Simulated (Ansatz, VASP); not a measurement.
CdF2 in VASP and in Ansatz

```
CELL_PARAMETERS angstrom
-1.13141 2.26282 2.26282
2.26282 -1.13141 2.26282
2.26282 2.26282 -1.13141
ATOMIC_POSITIONS crystal
Cd 0.00000 0.00000 0.00000
F 0.25000 0.25000 0.25000
F 0.75000 0.75000 0.75000
```

Alike in both runs: task single point; functional PBEsol; k mesh 8 × 8 × 8; occupations gaussian, width 0.05 eV; no spin polarisation.

|  | VASP | Ansatz |
| --- | --- | --- |
| version | VASP 6.6.1 | Ansatz 0.2.0 |
| potentials or method | VASP PAW PBE potentials, release 64 (Cd, F), cutoff 520 eV | scalar-relativistic, plane waves, PAW |
| valence electrons in the cell | 26 | 34 |

Ansatz gave:

- gap on the k mesh at the Fermi level (eV): 5.96
- least direct gap on the mesh (eV): 6.70
- rms of the force components (eV/Å): 16.627

Task: What did VASP give for the same quantities?

Result: gap on the k mesh at the Fermi level (eV): 6.00; least direct gap on the mesh (eV): 6.75; rms of the force components (eV/Å): 18.611.

VASP's potentials were made for PBE, not for PBEsol. Atom by atom the forces differ by 1.984 eV/Å (rms over components). VASP's potentials hold 26 valence electrons a cell and Ansatz's 34, so a difference there can come from the potentials and not from the codes.
